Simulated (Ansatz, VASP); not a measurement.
## One calculation of Ti, two programs

INCAR

```
SYSTEM = Ti
ALGO = Fast
EDIFF = 1E-6
ENCUT = 520
GGA = PE
ISIF = 2
ISMEAR = 0
LASPH = .TRUE.
LCHARG = .FALSE.
LREAL = .FALSE.
LWAVE = .FALSE.
NBANDS = 19
NELM = 80
PREC = Accurate
SIGMA = 0.15
```

KPOINTS

```
k-points
0
G
  24 24 14
  0 0 0
```

POSCAR

```
Ti
1.0
    2.9499978604      0.0000000000      0.0000000000
   -1.4749989302      2.5547730882      0.0000000000
    0.0000000000      0.0000000000      4.6860000000
Ti
2
Direct
    0.3333333333      0.6666666667      0.2500000000
    0.6666666667      0.3333333333      0.7500000000
```

Input for Ansatz:

```yaml
crystal:
  lattice:
    - [2.9499978604, 0.0, 0.0]
    - [-1.4749989302, 2.5547730882, 0.0]
    - [0.0, 0.0, 4.686]
  atoms:
    - { symbol: Ti, position: [0.3333333333, 0.6666666667, 0.25] }
    - { symbol: Ti, position: [0.6666666667, 0.3333333333, 0.75] }
basis:
  ecutwfc: 420
kpoints:
  mp_grid: { grid: [24, 24, 14] }
hamiltonian:
  xc: pbe
scf:
  occupations: { method: gaussian, width: 0.15 }
output:
  forces: true
  stress: true
  eigenvalues: true
  write_density: true
  write_potential: true
  elf: true
  volumetric_format: npy
```

Alike in both runs: task single point; functional PBE; k mesh 24 × 24 × 14; occupations gaussian, width 0.15 eV; no spin polarisation.

|  | VASP | Ansatz |
| --- | --- | --- |
| version | VASP 6.6.1 | Ansatz 0.2.0 |
| potentials or method | VASP PAW PBE potentials, release 64 (Ti_sv), cutoff 520 eV | scalar-relativistic, plane waves, PAW |
| valence electrons in the cell | 24 | 24 |

|  | VASP | Ansatz | Ansatz less VASP |
| --- | --- | --- | --- |
| gap on the k mesh at the Fermi level (eV) | none | none | - |
| pressure (GPa) | -2.2 | -1.6 | +0.62 |
| traceless stress, the component that is largest in VASP (GPa) | -0.30 | -0.30 | +0.002 |

A gap of «none» marks a metal or a gap that the smearing closes.
